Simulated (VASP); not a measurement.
# InP (vca) (F-43m) in VASP: further runs

The runs below take InP (vca) through single point, relaxation of the atoms, with PBEsol.

Program: VASP 6.6.1. These are calculated values, not measurements. Logs are shortened: lines on timing, memory, paths and dates and some standing lists are left out, and cuts for length are marked.

**1. The cell of the first run**

The structure is cubic, space group F-43m (No. 216). Conventional cell: a = 5.869 Å, b = 5.869 Å, c = 5.869 Å, α = 90.00°, β = 90.00°, γ = 90.00°. In (site symmetry -43m) has 4 P at 2.54 Å within 3.4 Å. P (site symmetry -43m) has 4 In at 2.54 Å within 3.4 Å.

**2. Single point, PBEsol**

The input, INCAR:

```
SYSTEM = InP
ALGO = Normal
EDIFF = 1E-6
ENCUT = 500
GGA = PS
GGA_COMPAT = .FALSE.
ISIF = 2
ISMEAR = 0
LASPH = .TRUE.
LCHARG = .FALSE.
LREAL = .FALSE.
LWAVE = .FALSE.
NBANDS = 16
NELM = 120
PREC = Accurate
SIGMA = 0.02
```

The input, KPOINTS:

```
k-points
0
G
  10 10 10
  0 0 0
```

The input, POSCAR:

```
InP
1.0
    0.0000000000      2.9345000000      2.9345000000
    2.9345000000      0.0000000000      2.9345000000
    2.9345000000      2.9345000000      0.0000000000
In P
1 1
Direct
    0.0000000000      0.0000000000      0.0000000000
    0.2500000000      0.2500000000      0.2500000000
```

Potentials or basis: VASP PAW PBE potentials, release 64 (In_d, P).

Command:

```bash
> cat potpaw_PBE.64/In_d/POTCAR potpaw_PBE.64/P/POTCAR > POTCAR
> mpirun -np 1 vasp_std > vasp.out
```

OUTCAR:

```text
SYSTEM = InP
   EDIFF = 1E-6
   ENCUT = 500
   GGA = PS
   ISIF = 2
   ISMEAR = 0
   LASPH = .TRUE.
   LREAL = .FALSE.
   NELM = 120
   PREC = Accurate

 ion  position               nearest neighbor table
   1  0.000  0.000  0.000-   2 2.54   2 2.54   2 2.54   2 2.54
   2  0.250  0.250  0.250-   1 2.54   1 2.54   1 2.54   1 2.54

  LATTYP: Found a face centered cubic cell.
 ALAT       =     5.8690000000

  Lattice vectors:

 A1 = (   0.0000000000,   2.9345000000,   2.9345000000)
 A2 = (   2.9345000000,   0.0000000000,   2.9345000000)
 A3 = (   2.9345000000,   2.9345000000,   0.0000000000)

Analysis of symmetry for initial positions (statically):
=====================================================================
 Subroutine PRICEL returns:
 Original cell was already a primitive cell.

 Routine SETGRP: Setting up the symmetry group for a
 face centered cubic supercell.

 Subroutine GETGRP returns: Found 24 space group operations
 (whereof 24 operations were pure point group operations)
 out of a pool of 48 trial point group operations.

The static configuration has the point symmetry T_d .

Analysis of symmetry for dynamics (positions and initial velocities):
=====================================================================
 Subroutine PRICEL returns:
 Original cell was already a primitive cell.

 Routine SETGRP: Setting up the symmetry group for a
 face centered cubic supercell.

 Subroutine GETGRP returns: Found 24 space group operations
 (whereof 24 operations were pure point group operations)
 out of a pool of 48 trial point group operations.

The dynamic configuration has the point symmetry T_d .

 Subroutine INISYM returns: Found 24 space group operations
 (whereof 24 operations are pure point group operations),
 and found     1 'primitive' translations

----------------------------------------------------------------------------------------

                                     Primitive cell

  volume of cell :      50.5397

  direct lattice vectors                    reciprocal lattice vectors
     0.000000000  2.934500000  2.934500000    -0.170386778  0.170386778  0.170386778
     2.934500000  0.000000000  2.934500000     0.170386778 -0.170386778  0.170386778
     2.934500000  2.934500000  0.000000000     0.170386778  0.170386778 -0.170386778

  length of vectors
     4.150009699  4.150009699  4.150009699     0.295118556  0.295118556  0.295118556

  position of ions in fractional coordinates (direct lattice)
     0.000000000  0.000000000  0.000000000
     0.250000000  0.250000000  0.250000000

[... 77 lines left out ...]
   LREAL  =      F    real-space projection
   EDIFFG = 0.1E-04   stopping-criterion for IOM
   NSW    =      0    number of steps for IOM
   IBRION =     -1    ionic relax: 0-MD 1-quasi-New 2-CG
   NFREE  =      0    steps in history (QN), initial steepest desc. (CG)
   ISIF   =      2    stress and relaxation
   ISYM   =      2    0-nonsym 1-usesym 2-fastsym
   POTIM  = 0.5000    time-step for ionic-motion
   TEBEG  =    0.0;   TEEND  =   0.0 temperature during run
   PSTRESS=    0.0 pullay stress
   NELECT =      18.0000    total number of electrons
   NUPDOWN=      -1.0000    fix difference up-down
   EMIN   =  10.00;   EMAX   =-10.00  energy-range for DOS
   EFERMI =   0.00;   METHOD = LEGACY
   ISMEAR =     0;   SIGMA  =   0.02  broadening in eV -4-tet -1-fermi 0-gaus
   EFERMI_NEDOS =   21; number of points for ismear=-14 and -15
   IALGO  =     38    algorithm
   IMIX   =      4    mixing-type and parameters
     AMIX     =   0.40;   BMIX     =  1.00
     AMIX_MAG =   1.60;   BMIX_MAG =  1.00
  volume/ion in A,a.u.               =      25.27       170.53
  Fermi-wavevector in a.u.,A,eV,Ry     =   1.160437  2.192908 18.321795  1.346614
  Thomas-Fermi vector in A             =   2.297019
   LORBIT       =      0    0 simple, 1 ext, 2 COOP (PROOUT), +10 PAW based schemes
   GGA     = PS    functional components
   LHFCALC =     F    Hartree Fock is set to
   AEXX    =    0.0000 exact exchange contribution
   IVDW    =     0    specifies the selected vdW correction
   LEPSILON=     F    determine dielectric tensor
   LRPA    =     F    only Hartree local field effects (RPA)
 non-spin polarized calculation
 Gauss-broadening in eV      SIGMA  =   0.02
  energy-cutoff  :      500.00
  volume of cell :       50.54
 maximum number of plane-waves:      1307
   NGX = 15   NGY = 15   NGZ = 15

 number of electron      18.0000007 magnetization

 Free energy of the ion-electron system (eV)
  ---------------------------------------------------
  ext. energy  EPLUGINS =         0.00000000
  ---------------------------------------------------
  free energy    TOTEN  =        -9.15637101 eV

  energy without entropy =       -9.15637101  energy(sigma->0) =       -9.15637101

 E-fermi :   5.1583     XC(G=0):  -9.4615

 val. band max:        5.0458576972   @ k =   0.0000   0.0000   0.0000
 cond. band min:       5.6391685571   @ k =   0.0000   0.0000   0.0000
 fundamental gap:      0.5933108599
 Fermi energy:         5.1583028124

 k-point     1 :       0.0000    0.0000    0.0000
  band No.  band energies     occupation
      1      -9.0938      2.00000
      2      -9.0938      2.00000
      3      -9.0938      2.00000
      4      -8.9412      2.00000
      5      -8.9412      2.00000
      6      -6.4739      2.00000
[... 433 lines left out ...]
      3      -9.0138      2.00000
      4      -8.9769      2.00000
      5      -8.9145      2.00000
      6      -4.7947      2.00000
[... 8 lines left out ...]
     15      15.6416      0.00000
     16      17.6626      0.00000

 [... further k-points ...]

------------------------ aborting loop because EDIFF is reached ----------------------------------------

  FORCE on cell =-STRESS in cart. coord.  units (eV):
  Direction    XX          YY          ZZ          XY          YZ          ZX
  --------------------------------------------------------------------------------------
  -------------------------------------------------------------------------------------
  Total        0.0971764      0.0971764      0.0971764      0.0000000      0.0000000     -0.0000000
  in kB        3.0806280      3.0806280      3.0806280      0.0000000      0.0000000     -0.0000000
  external PRESSURE =       3.0806280 kB  Pullay stress =       0.0000000 kB

 VOLUME and BASIS-vectors are now :
 -----------------------------------------------------------------------------
  energy-cutoff  :      500.00
  volume of cell :       50.54
      direct lattice vectors                 reciprocal lattice vectors
     0.000000000  2.934500000  2.934500000    -0.170386778  0.170386778  0.170386778
     2.934500000  0.000000000  2.934500000     0.170386778 -0.170386778  0.170386778
     2.934500000  2.934500000  0.000000000     0.170386778  0.170386778 -0.170386778

 POSITION                                       TOTAL-FORCE (eV/Angst)
 -----------------------------------------------------------------------------------
      0.00000      0.00000      0.00000         0.000000     -0.000000      0.000000
      1.46725      1.46725      1.46725        -0.000000      0.000000     -0.000000
 -----------------------------------------------------------------------------------
    total drift:                                0.000000      0.000000      0.000000

  FREE ENERGIE OF THE ION-ELECTRON SYSTEM (eV)
  ---------------------------------------------------
  free  energy   TOTEN  =        -9.1563710056 eV

  energy  without entropy=       -9.1563710056  energy(sigma->0) =       -9.15637101
```

It took 60 s on 1 thread of Intel Xeon 8259CL, shared host; peak memory 0.19 GiB.

Results:

| Quantity | Value |
| --- | --- |
| Free energy | -9.1564 eV |
| Pressure | 0.3 GPa |
| Band gap on the k mesh | 0.59 eV, direct |

Levels at points of the mesh, in eV from the valence-band top:
| k point | band 5 | band 6 | band 7 | band 8 | band 9 | band 10 | band 11 | band 12 | band 13 | band 14 |
| --- | --- | --- | --- | --- | --- | --- | --- | --- | --- | --- |
| (0.00, 0.00, 0.00) | -13.99 | -11.52 | 0.00 | 0.00 | 0.00 | 0.59 | 4.02 | 4.02 | 4.02 | 8.34 |
| (0.50, 0.00, 0.00) | -13.97 | -9.78 | -5.78 | -0.98 | -0.98 | 1.39 | 4.74 | 4.74 | 6.94 | 9.29 |
| (0.50, 0.50, 0.00) | -13.95 | -9.12 | -5.80 | -2.34 | -2.34 | 1.64 | 2.17 | 9.07 | 9.50 | 9.50 |

Caveat: the PAW data sets were made with another functional, which shifts forces and pressure a little; spin-orbit coupling is left out, which moves the levels of the heavy elements. As with any semilocal functional, this PBEsol gap is likely too small.

**3. Relaxation of the atoms, PBEsol**

The input, INCAR:

```
SYSTEM = InP
ALGO = Normal ; EDIFF = 1E-7
EDIFFG = -0.004 ; ENCUT = 450
GGA = PS ; GGA_COMPAT = .False.
IBRION = 2 ; ISIF = 2
ISMEAR = 0 ; LASPH = .True.
LCHARG = .False. ; LREAL = .False.
LWAVE = .False. ; NELM = 120
NELMIN = 4 ; NSW = 80
PREC = Accurate ; SIGMA = 0.02
```

The input, KPOINTS:

```
k-points
0
Gamma
  10 10 10
  0 0 0
```

POSCAR is that of step 2.

Potentials or basis: VASP PAW PBE potentials, release 64 (In_d, P).

Command:

```bash
> cat potpaw_PBE.64/In_d/POTCAR potpaw_PBE.64/P/POTCAR > POTCAR
> mpirun -np 1 vasp_std > vasp.out
```

It took 54 s on 1 thread of Intel Xeon 8259CL, shared host; peak memory 0.18 GiB.

It converged, with:

```yaml
Free_energy: -9.1565 eV
Pressure_after_relaxing: 0.3 GPa
Band_gap_on_the_k_mesh: 0.59 eV, direct
```

Final structure:
```yaml
crystal:
  lattice:
    - [0.00000, 2.93450, 2.93450]
    - [2.93450, 0.00000, 2.93450]
    - [2.93450, 2.93450, 0.00000]
  atoms:
    - { symbol: In, position: [0.00000, 0.00000, 0.00000] }
    - { symbol: P, position: [0.25000, 0.25000, 0.25000] }
```

Levels at points of the mesh, in eV from the valence-band top:
```tsv
k point	band 6	band 7	band 8	band 9	band 10	band 11	band 12	band 13
(0.00, 0.00, 0.00)	-11.52	0.00	0.00	0.00	0.59	4.02	4.02	4.02
(0.50, 0.00, 0.00)	-9.78	-5.78	-0.98	-0.98	1.39	4.74	4.74	6.94
(0.50, 0.50, 0.00)	-9.12	-5.80	-2.34	-2.34	1.64	2.17	9.07	9.50
```

Caveat: the relaxation stopped at its first step, so nothing moved; the PAW data sets were made with another functional, which shifts forces and pressure a little; spin-orbit coupling is left out, which moves the levels of the heavy elements.
